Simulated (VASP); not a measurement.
InAs: single point with PBEsol

The system is InAs.

```
CELL_PARAMETERS angstrom
0.00000 2.78208 3.02400
2.78208 0.00000 3.02400
2.78208 2.78208 0.00000
ATOMIC_POSITIONS crystal
In 0.00000 0.00000 0.00000
As 0.75000 0.75000 0.75000
```

This cell differs from its parent crystal: strain -0.080 along x and y, +0.000 along z.

```json
{"Program": "VASP 6.6.1", "Task": "single point", "Functional": "PBEsol", "Potentials or basis": "VASP PAW PBE potentials, release 64 (In_d, As)", "Cutoff": "520 eV", "k mesh": "14 × 14 × 14", "Occupations": "gaussian, width 0.15 eV", "Spin": "no spin polarisation", "Dipole correction": "no", "Further INCAR settings": "ALGO = Normal; EDIFF = 1e-07; NBANDS = 16"}
```

| Property | Result |
| --- | --- |
| Pressure | 15.9 GPa |
| Band gap on the k mesh | 0.35 eV, direct |

Stress tensor (GPa, compression positive):
```
16.84  0.00  0.00
 0.00 16.84  0.00
 0.00  0.00 14.15
```

Levels at points of the mesh, in eV from the valence-band top:
| k point | band 6 | band 7 | band 8 | band 9 | band 10 | band 11 | band 12 | band 13 |
| --- | --- | --- | --- | --- | --- | --- | --- | --- |
| (0.00, 0.00, 0.00) | -13.27 | -0.53 | 0.00 | 0.00 | 0.35 | 3.71 | 3.71 | 3.85 |
| (0.50, 0.00, 0.00) | -11.19 | -6.95 | -1.79 | -1.09 | 0.93 | 4.34 | 4.86 | 6.70 |
| (0.50, 0.50, 0.00) | -10.70 | -7.24 | -2.76 | -2.76 | 1.33 | 2.31 | 9.43 | 10.24 |
| (0.50, 0.00, 0.50) | -10.34 | -6.64 | -3.33 | -3.27 | 0.79 | 1.49 | 9.48 | 10.17 |

Wall time 2.4 min on 1 thread of Intel(R) Xeon(R) Platinum 8259CL CPU @ 2.50GHz (Skylake/Cascade Lake), on a shared host, peak memory 0.33 GiB.

Caveat: the cell differs from its parent crystal (strain -0.080 along x and y, +0.000 along z); the PAW data sets were made with another functional, which shifts forces and pressure a little; spin-orbit coupling is left out, which moves the levels of the heavy elements. A k mesh can miss the band edges.
